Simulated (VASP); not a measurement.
# H2Ir12O in VASP: single point with PBE+D3(BJ)

Aim: the single point of H2Ir12O with PBE+D3(BJ).

Program: VASP 6.6.1. These are calculated values, not measurements. Logs are shortened: lines on timing, memory, paths and dates and some standing lists are left out, and cuts for length are marked.

## Step 1: The cell of the first run

The cell holds a slab with vacuum, 15 atoms: a = 5.431 Å, b = 5.431 Å, c = 24.001 Å, α = 90.00°, β = 90.00°, γ = 120.00°.

## Step 2: Single point, PBE+D3(BJ)

Contents of INCAR:

```
ALGO     = Normal         # electronic algorithm
DIPOL    = 0.5 0.5 0.462
EDIFF    = 1E-6           # SCF threshold, eV
ENCUT    = 520            # plane-wave cutoff, eV
GGA      = PE             # functional
IDIPOL   = 3            
ISIF     = 2              # what is computed and relaxed
ISMEAR   = 0              # smearing method
IVDW     = 12             # dispersion correction
LASPH    = True           # aspherical terms in the spheres
LCHARG   = True           # write CHGCAR
LDIPOL   = True         
LELF     = True           # ELF
LREAL    = Auto         
LVACPOTAV= True         
LVHAR    = True         
LWAVE    = False          # write WAVECAR
NBANDS   = 71             # bands
NELM     = 100            # most SCF steps
PREC     = Accurate       # precision mode
SIGMA    = 0.1            # smearing width, eV
```

Contents of KPOINTS:

```
k-points
0
Gamma
  4 4 1
```

Contents of POSCAR:

```
H2Ir12O
1.0
    5.4313155574      0.0000000000      0.0000000000
   -2.7156577787      4.7036572487      0.0000000000
    0.0000000000      0.0000000000     24.0007505826
Ir O H
12 1 2
Direct
    0.3333333333      0.1666666667      0.3333229089
    0.3333333333      0.6666666667      0.3333229089
    0.8333333333      0.1666666667      0.3333229089
    0.8333333333      0.6666666667      0.3333229089
    0.6655881950      0.3315535570      0.4239613314
    0.6663102411      0.8337812923      0.4238781892
    0.1666084114      0.3335791882      0.4244949625
    0.1676426997      0.8335685213      0.4239445550
    0.0005749564      0.4997928325      0.5142894295
    0.0004382078      0.0009006089      0.5143488572
    0.4992775929      0.4995310939      0.5141535983
    0.5005777970      0.0025867483      0.5162429118
    0.4957852251     -0.0324323933      0.6142004207
    0.6443982565     -0.0849159140      0.6150826128
    0.3177862272     -0.2157306101      0.6150021942
```

Potentials or basis: VASP PAW PBE potentials, release 64 (Ir, O, H).

Started as:

```sh
> cat potpaw_PBE.64/Ir/POTCAR potpaw_PBE.64/O/POTCAR potpaw_PBE.64/H/POTCAR > POTCAR
> mpirun -np 1 vasp_std > vasp.out
```

OUTCAR:

```text
EDIFF = 1E-6
   ENCUT = 520
   GGA = PE
   ISIF = 2
   ISMEAR = 0
   IVDW = 12
   LASPH = True
   LREAL = Auto
   NELM = 100
   PREC = Accurate
 IVDW          = 12

 ion  position               nearest neighbor table
   1  0.333  0.167  0.333-   5 2.68   8 2.68   7 2.69   3 2.72   3 2.72   2 2.72   2 2.72   4 2.72
                             4 2.72
   2  0.333  0.667  0.333-   6 2.68   8 2.68   7 2.69   4 2.72   4 2.72   3 2.72   1 2.72   1 2.72
                             3 2.72
   3  0.833  0.167  0.333-   6 2.68   5 2.68   7 2.69   1 2.72   1 2.72   2 2.72   4 2.72   4 2.72
                             2 2.72
   4  0.833  0.667  0.333-   6 2.68   8 2.68   5 2.69   2 2.72   2 2.72   1 2.72   3 2.72   3 2.72
                             1 2.72
   5  0.666  0.332  0.424-  11 2.68   1 2.68   3 2.68   9 2.68   4 2.69  12 2.70   8 2.70   6 2.71
                             7 2.72   7 2.72   6 2.73   8 2.73
   6  0.666  0.834  0.424-  11 2.68   3 2.68   2 2.68  10 2.68   4 2.68   5 2.71   8 2.71   7 2.72
                             7 2.72  12 2.72   8 2.72   5 2.73
   7  0.167  0.334  0.424-  11 2.66   9 2.66  10 2.66   2 2.69   3 2.69   1 2.69   8 2.71   6 2.72
                             5 2.72   5 2.72   6 2.72   8 2.72
   8  0.168  0.834  0.424-   9 2.68   2 2.68  10 2.68   1 2.68   4 2.68   5 2.70   6 2.71   7 2.71
                            12 2.71   7 2.72   6 2.72   5 2.73
   9  0.001  0.500  0.514-   7 2.66   8 2.68   5 2.68  12 2.71  10 2.71  11 2.71  11 2.72  10 2.72
                            12 2.72
  10  0.000  0.001  0.514-   7 2.66   8 2.68   6 2.68  11 2.71   9 2.71  12 2.71  12 2.72   9 2.72
                            11 2.72
  11  0.499  0.500  0.514-   7 2.66   5 2.68   6 2.68  12 2.70  10 2.71   9 2.71   9 2.72  10 2.72
                            12 2.73
  12  0.501  0.003  0.516-  13 2.36   5 2.70  11 2.70   9 2.71  10 2.71   8 2.71   6 2.72  10 2.72
                             9 2.72  11 2.73
  13  0.496  0.968  0.614-  14 0.98  15 0.98  12 2.36
  14  0.644  0.915  0.615-  13 0.98
  15  0.318  0.784  0.615-  13 0.98

  LATTYP: Found a hexagonal cell.
 ALAT       =     5.4313155574
 C/A-ratio  =     4.4189571254

  Lattice vectors:

 A1 = (   5.4313155574,   0.0000000000,   0.0000000000)
 A2 = (  -2.7156577787,   4.7036572487,   0.0000000000)
 A3 = (   0.0000000000,   0.0000000000,  24.0007505826)

Analysis of symmetry for initial positions (statically):
=====================================================================
 Subroutine PRICEL returns:
 Original cell was already a primitive cell.

 Routine SETGRP: Setting up the symmetry group for a
 hexagonal supercell.

 Subroutine GETGRP returns: Found  1 space group operations
 (whereof  1 operations were pure point group operations)
 out of a pool of 24 trial point group operations.

The static configuration has the point symmetry C_1 .

Analysis of symmetry for dynamics (positions and initial velocities):
=====================================================================
 Subroutine PRICEL returns:
 Original cell was already a primitive cell.

 Routine SETGRP: Setting up the symmetry group for a
 hexagonal supercell.

 Subroutine GETGRP returns: Found  1 space group operations
 (whereof  1 operations were pure point group operations)
 out of a pool of 24 trial point group operations.

The dynamic configuration has the point symmetry C_1 .

 Subroutine INISYM returns: Found  1 space group operations
 (whereof  1 operations are pure point group operations),
 and found     1 'primitive' translations

----------------------------------------------------------------------------------------

                                     Primitive cell

  volume of cell :     613.1483

  direct lattice vectors                    reciprocal lattice vectors
     5.431315557  0.000000000  0.000000000     0.184117455  0.106300262  0.000000000
    -2.715657779  4.703657249  0.000000000     0.000000000  0.212600525  0.000000000
     0.000000000  0.000000000 24.000750583     0.000000000  0.000000000  0.041665364

  length of vectors
     5.431315557  5.431315557 24.000750583     0.212600525  0.212600525  0.041665364

  position of ions in fractional coordinates (direct lattice)
     0.333333333  0.166666667  0.333322909
     0.333333333  0.666666667  0.333322909
     0.833333333  0.166666667  0.333322909
     0.833333333  0.666666667  0.333322909
     0.665588195  0.331553557  0.423961331
     0.666310241  0.833781292  0.423878189
     0.166608411  0.333579188  0.424494962
[... 57 lines left out ...]
  0.000000  0.250000  0.000000      2.000000
 -0.250000  0.250000  0.000000      2.000000
  0.500000  0.000000  0.000000      1.000000
  0.000000  0.500000  0.000000      1.000000
  0.500000  0.500000  0.000000      1.000000
  0.250000  0.250000  0.000000      2.000000
 -0.250000  0.500000  0.000000      2.000000
  0.500000  0.250000  0.000000      2.000000
   k-points           NKPTS =     10   k-points in BZ     NKDIM =     10   number of bands    NBANDS=     71
   number of dos      NEDOS =    301   number of ions     NIONS =     15
   total plane-waves  NPLWV = 288000
   dimension x,y,z NGX =    40 NGY =   40 NGZ =  180
   dimension x,y,z NGXF=    80 NGYF=   80 NGZF=  360
   ions per type =              12   1   2
   NGX,Y,Z   is equivalent  to a cutoff of  12.24, 12.24, 12.47 a.u.
   NGXF,Y,Z  is equivalent  to a cutoff of  24.49, 24.49, 24.94 a.u.
 SYSTEM =  unknown system
   PREC   = accura    normal or accurate (medium, high low for compatibility)
   ISTART =      0    job   : 0-new  1-cont  2-samecut
   ICHARG =      2    charge: 1-file 2-atom 10-const
   ISPIN  =      1    spin polarized calculation?
   LNONCOLLINEAR =      F non collinear calculations
   LSORBIT =      F    spin-orbit coupling
   LASPH  =      T    aspherical Exc in radial PAW
   ENCUT  =  520.0 eV  38.22 Ry    6.18 a.u.  10.10 10.10 44.63*2*pi/ulx,y,z
   NELM   =    100;   NELMIN=  2; NELMDL= -5     # of ELM steps
   EDIFF  = 0.1E-05   stopping-criterion for ELM
   LREAL  =      T    real-space projection
   EDIFFG = 0.1E-04   stopping-criterion for IOM
   NSW    =      0    number of steps for IOM
   IBRION =     -1    ionic relax: 0-MD 1-quasi-New 2-CG
   NFREE  =      0    steps in history (QN), initial steepest desc. (CG)
   ISIF   =      2    stress and relaxation
   ISYM   =      2    0-nonsym 1-usesym 2-fastsym
   POTIM  = 0.5000    time-step for ionic-motion
   TEBEG  =    0.0;   TEEND  =   0.0 temperature during run
   PSTRESS=    0.0 pullay stress
   NELECT =     116.0000    total number of electrons
   NUPDOWN=      -1.0000    fix difference up-down
   EMIN   =  10.00;   EMAX   =-10.00  energy-range for DOS
   EFERMI =   0.00;   METHOD = LEGACY
   ISMEAR =     0;   SIGMA  =   0.10  broadening in eV -4-tet -1-fermi 0-gaus
   EFERMI_NEDOS =   21; number of points for ismear=-14 and -15
   IALGO  =     38    algorithm
   IMIX   =      4    mixing-type and parameters
     AMIX     =   0.40;   BMIX     =  1.00
     AMIX_MAG =   1.60;   BMIX_MAG =  1.00
  volume/ion in A,a.u.               =      40.88       275.85
  Fermi-wavevector in a.u.,A,eV,Ry     =   0.939808  1.775979 12.017189  0.883238
  Thomas-Fermi vector in A             =   2.067157
   LORBIT       =      0    0 simple, 1 ext, 2 COOP (PROOUT), +10 PAW based schemes
   GGA     = PE    functional components
   LHFCALC =     F    Hartree Fock is set to
   AEXX    =    0.0000 exact exchange contribution
   IVDW    =    12    specifies the selected vdW correction
   LEPSILON=     F    determine dielectric tensor
   LRPA    =     F    only Hartree local field effects (RPA)
 non-spin polarized calculation
 Gauss-broadening in eV      SIGMA  =   0.10
  energy-cutoff  :      520.00
  volume of cell :      613.15
 maximum number of plane-waves:     16528
   NGX = 21   NGY = 21   NGZ = 89

 dipolmoment           0.000000      0.000000      0.150153 electrons x Angstroem

 number of electron     116.0000001 magnetization

 dipolmoment           0.000000      0.000000     -0.170095 electrons x Angstroem

 Free energy of the ion-electron system (eV)
  ---------------------------------------------------
  ext. energy  EPLUGINS =         0.00000000
  ---------------------------------------------------
  free energy    TOTEN  =      -113.41076266 eV

  energy without entropy =     -113.30987278  energy(sigma->0) =     -113.36031772

 E-fermi :  -0.3540     XC(G=0):  -4.9876

 val. band max:       -0.3723722011   @ k =   0.2500   0.0000   0.0000
 cond. band min:      -0.3408388614   @ k =  -0.2500   0.2500   0.0000
 fundamental gap:      0.0315333397
 Fermi energy:        -0.3539717725

 k-point     1 :       0.0000    0.0000    0.0000
  band No.  band energies     occupation
      1     -22.5787      2.00000
      2     -10.6232      2.00000
      3     -10.1689      2.00000
      4      -8.6141      2.00000
      5      -8.2141      2.00000
      6      -7.8993      2.00000
[... 719 lines left out ...]
     69       0.4789      0.00000
     70       0.5874      0.00000
 [bands above 70 left out]

------------------------ aborting loop because EDIFF is reached ----------------------------------------

 Edisp (eV)   -6.07199

 E8    (eV) :    -2.9209

  FORCE on cell =-STRESS in cart. coord.  units (eV):
  Direction    XX          YY          ZZ          XY          YZ          ZX
  --------------------------------------------------------------------------------------
  -------------------------------------------------------------------------------------
  Total     -10.87150   -11.05275     0.47573     0.02293    -0.00331     0.02504
  in kB     -28.40761   -28.88120     1.24311     0.05992    -0.00865     0.06543
  external pressure =      -18.68 kB  Pullay stress =        0.00 kB

 VOLUME and BASIS-vectors are now :
 -----------------------------------------------------------------------------
  energy-cutoff  :      520.00
  volume of cell :      613.15
      direct lattice vectors                 reciprocal lattice vectors
     5.431315557  0.000000000  0.000000000     0.184117455  0.106300262  0.000000000
    -2.715657779  4.703657249  0.000000000     0.000000000  0.212600525  0.000000000
     0.000000000  0.000000000 24.000750583     0.000000000  0.000000000  0.041665364

 POSITION                                       TOTAL-FORCE (eV/Angst)
 -----------------------------------------------------------------------------------
      1.35783      0.78394      8.00000         0.020574     -0.026316     -0.036779
     -0.00000      3.13577      8.00000        -0.000629      0.046201     -0.017673
      4.07349      0.78394      8.00000        -0.029581     -0.018583     -0.014286
      2.71566      3.13577      8.00000         0.007079     -0.002563     -0.086747
      2.71463      1.55951     10.17539         0.000744      0.005043     -0.003828
      1.35468      3.92182     10.17339         0.001541     -0.002895      0.002992
     -0.00098      1.56904     10.18820         0.000177      0.000430     -0.004288
     -1.35317      3.92082     10.17499        -0.002482     -0.003010      0.003642
     -1.35414      2.35085     12.34333        -0.002418      0.001504      0.041822
     -0.00007      0.00424     12.34476        -0.001066     -0.003954      0.042835
      1.35518      2.34962     12.34007         0.002319      0.000821      0.041456
      2.71177      0.01217     12.39022        -0.002826      0.007665      0.029457
      0.06518      4.55111     14.74127        -0.019647      0.047961     -0.005391
      1.01488      4.30424     14.76244         0.105738      0.013985      0.004554
     -0.40381      3.68893     14.76051        -0.079522     -0.066290      0.002232
 -----------------------------------------------------------------------------------
    total drift:                                0.000957     -0.000886     -0.009774

  FREE ENERGIE OF THE ION-ELECTRON SYSTEM (eV)
  ---------------------------------------------------
  free  energy   TOTEN  =      -119.4827540886 eV

  energy  without entropy=     -119.3818642078  energy(sigma->0) =     -119.43230915

 vacuum level on the upper side and lower side of the slab         3.783         4.988
```

It took 46 min on 1 thread of Intel Xeon 8259CL, shared host; peak memory 0.78 GiB.

What came out:

```yaml
Free_energy: -119.4828 eV
Largest_force: 0.107 eV/Å
Band_gap_on_the_k_mesh: zero (bands 58 and 59 overlap by 1.17 eV)
Dispersion_energy_per_atom: -0.405 eV
```

Forces in eV/Å, atoms in the order of the input:
```
Ir   0.021 -0.026 -0.037
Ir  -0.001  0.046 -0.018
Ir  -0.030 -0.019 -0.014
Ir   0.007 -0.003 -0.087
Ir   0.001  0.005 -0.004
Ir   0.002 -0.003  0.003
Ir   0.000  0.000 -0.004
Ir  -0.002 -0.003  0.004
Ir  -0.002  0.002  0.042
Ir  -0.001 -0.004  0.043
Ir   0.002  0.001  0.041
Ir  -0.003  0.008  0.029
O   -0.020  0.048 -0.005
H    0.106  0.014  0.005
H   -0.080 -0.066  0.002
```

Caveat: spin-orbit coupling is left out, which moves the levels of the heavy elements.

The gap in the log of VASP goes by the Fermi energy; the results here count the filled bands.